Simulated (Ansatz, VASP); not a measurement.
# Two plane-wave programs on ScAl3N4

```
Sc Al N
1.0
     3.15880   -0.00011   -0.00012
    -1.57950    2.73645    0.00073
    -0.00038    0.00253   10.31692
Sc Al N
1 3 4
Direct
  0.33349 0.66691 0.16150
  0.66675 0.33357 0.42901
  0.66655 0.33313 0.91859
  0.33336 0.66675 0.67311
  0.66667 0.33324 0.24841
  0.66663 0.33325 0.73562
  0.33342 0.66686 0.49075
  0.99980 0.99962 0.98701
```

Change from the starting cell: cell x1, atoms moved at random (sigma 0.1 Å) and cell strained at random (1.5 %), then relaxed without symmetry.

Alike in both runs: functional PBE; k mesh 6 × 6 × 2; occupations gaussian, width 0.1 eV; no spin polarisation.

Ansatz relaxed the structure, and its values are those at the end. VASP's run is a single point on that final structure, the one shown.

|  | VASP | Ansatz |
| --- | --- | --- |
| version | VASP 6.6.1 | Ansatz 0.2.0 |
| potentials or method | VASP PAW PBE potentials, release 64 (Sc_sv, Al, N), cutoff 520 eV | scalar-relativistic, plane waves, PAW |
| valence electrons in the cell | 40 | 40 |

|  | VASP | Ansatz | Ansatz less VASP |
| --- | --- | --- | --- |
| gap on the k mesh at the Fermi level (eV) | 3.03 | 3.03 | +0.002 |
| least direct gap on the mesh (eV) | 3.21 | 3.21 | +0.003 |
| pressure (GPa) | -0.1 | -0.2 | -0.06 |
| rms of the force components (eV/Å) | 0.027 | 0.001 | -0.0257 |
